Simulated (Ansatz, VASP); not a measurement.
# Ba4Ru: VASP beside Ansatz

INCAR

```
ALGO = Normal
EDIFF = 1E-7
EDIFFG = -0.04
ENCUT = 600
GGA = PE
IBRION = 2
ISIF = 3
ISMEAR = 0
LASPH = T
LCHARG = F
LREAL = F
LWAVE = F
NELM = 100
NSW = 90
PREC = Accurate
SIGMA = 0.1
```

Contents of KPOINTS:

```
k-points
0
Gamma
  4 4 4
```

The input POSCAR:

```
Ba4Ru
1.0
    5.6074619700      0.0000000000      0.0000000000
    0.0000000000      5.6074619700      0.0000000000
    0.0000000000      0.0000000000      5.6074619700
Ba Ru
4 1
Direct
    0.2500000000      0.2500000000      0.2500000000
    0.7500000000      0.7500000000      0.2500000000
    0.2500000000      0.7500000000      0.7500000000
    0.7500000000      0.2500000000      0.7500000000
    0.0000000000      0.0000000000      0.0000000000
```

Input for Ansatz:

```yaml
crystal:
  lattice:
    - [5.60746197, 0.0, 0.0]
    - [0.0, 5.60746197, 0.0]
    - [0.0, 0.0, 5.60746197]
  atoms:
    - { symbol: Ba, position: [0.25, 0.25, 0.25] }
    - { symbol: Ba, position: [0.75, 0.75, 0.25] }
    - { symbol: Ba, position: [0.25, 0.75, 0.75] }
    - { symbol: Ba, position: [0.75, 0.25, 0.75] }
    - { symbol: Ru, position: [0.0, 0.0, 0.0] }
basis:
  ecutwfc: 420
kpoints:
  mp_grid: { grid: [4, 4, 4] }
hamiltonian:
  xc: pbe
scf:
  occupations: { method: gaussian, width: 0.1 }
  lower_state_search: "off"
output:
  forces: true
  stress: true
  eigenvalues: true
relax:
  adjacent_minimum: "off"
  f_tol: 0.04
  max_steps: 70
  cell: { stress_tol: 0.4 }
```

Change from the starting cell: species swapped into the SnI4 type (P-43m, No. 215).

Alike in both runs: task relaxation of cell and atoms; functional PBE; k mesh 4 × 4 × 4; occupations gaussian, width 0.1 eV; no spin polarisation.

```csv
,VASP,Ansatz
version,VASP 6.6.1,Ansatz 0.2.0
potentials or method,"VASP PAW PBE potentials, release 64 (Ba_sv, Ru_pv), cutoff 600 eV","scalar-relativistic, plane waves, PAW"
valence electrons in the cell,54,56
```

VASP gave:

```
gap on the k mesh at the Fermi level, each at its own relaxed structure (eV) : none
relaxed volume (Å³/atom)                                                     : 54.48
relaxed cell length with the largest relative difference (Å)                 : 6.482
```

Task: Which values does Ansatz return?

Result: gap on the k mesh at the Fermi level, each at its own relaxed structure (eV): none; relaxed volume (Å³/atom): 52.88; relaxed cell length with the largest relative difference (Å): 6.418.

A gap of «none» marks a metal or a gap that the smearing closes. VASP's potentials hold 54 valence electrons a cell and Ansatz's 56, so a difference there can come from the potentials and not from the codes.

Neither program's run includes spin-orbit coupling. Noted on VASP's run: the volume moved by over 15 % at a fixed basis, so the end points are rough.
